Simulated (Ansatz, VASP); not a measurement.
## Re: VASP beside Ansatz

INCAR

```
SYSTEM = Re
PREC     = Accurate       ! precision mode
ENCUT    = 520            ! plane-wave cutoff, eV
EDIFF    = 1E-7           ! SCF threshold, eV
ISMEAR   = -1             ! smearing method
SIGMA    = 0.05           ! smearing width, eV
LREAL    = .False.        ! projectors in reciprocal space
LASPH    = .True.         ! aspherical terms in the spheres
NELM     = 60             ! most SCF steps
ALGO     = Fast           ! electronic algorithm
ISIF     = 2              ! what is computed and relaxed
LWAVE    = .False.        ! write WAVECAR
LCHARG   = .False.        ! write CHGCAR
GGA      = CA             ! functional
NBANDS   = 14             ! bands
```

Contents of KPOINTS:

```
regular mesh
0
Gamma
  11 11 6
  0 0 0
```

Contents of POSCAR:

```
Re
1.0
    2.7422705826      0.0000000000      0.0000000000
   -1.3711352913      2.3748759886      0.0000000000
    0.0000000000      0.0000000000      4.4282782931
Re
2
Direct
    0.6666666667      0.3333333333      0.7500000000
    0.3333333333      0.6666666667      0.2500000000
```

File input.yaml:

```yaml
crystal:
  lattice:
    - [2.7422705826, 0.0, 0.0]
    - [-1.3711352913, 2.3748759886, 0.0]
    - [0.0, 0.0, 4.4282782931]
  atoms:
    - { symbol: Re, position: [0.6666666667, 0.3333333333, 0.75] }
    - { symbol: Re, position: [0.3333333333, 0.6666666667, 0.25] }
hamiltonian:
  xc: lda
  pseudopotentials: { kind: paw }
kpoints:
  mp_grid: { grid: [11, 11, 6] }
scf:
  occupations: { method: fermi_dirac, width: 0.05 }
output:
  forces: true
  stress: true
  eigenvalues: true
```

Alike in both runs: task single point; functional LDA; k mesh 11 × 11 × 6; occupations fermi-dirac, width 0.05 eV; no spin polarisation.

|  | VASP | Ansatz |
| --- | --- | --- |
| version | VASP 6.6.1 | Ansatz 0.2.0 |
| potentials or method | VASP PAW LDA potentials, release 64 (Re) | Ansatz PAW |
| plane-wave cutoff (eV) | 520 | 420 |
| valence electrons in the cell | 14 | 30 |

Ansatz gave:

```
gap on the k mesh at the Fermi level (eV)                     : none
pressure (GPa)                                                : -2.5
traceless stress, the component that is largest in VASP (GPa) : -0.22
```

Question: What did VASP give for the same quantities?

Answer: gap on the k mesh at the Fermi level (eV): none; pressure (GPa): -1.1; traceless stress, the component that is largest in VASP (GPa): -0.33.

LDA's correlation is that of Perdew and Zunger in VASP and of Perdew and Wang (1992) in Ansatz. A gap of «none» marks a metal or a gap that the smearing closes. VASP's potentials hold 14 valence electrons a cell and Ansatz's 30, so a difference there can come from the potentials and not from the codes.

Neither program's run includes spin-orbit coupling.
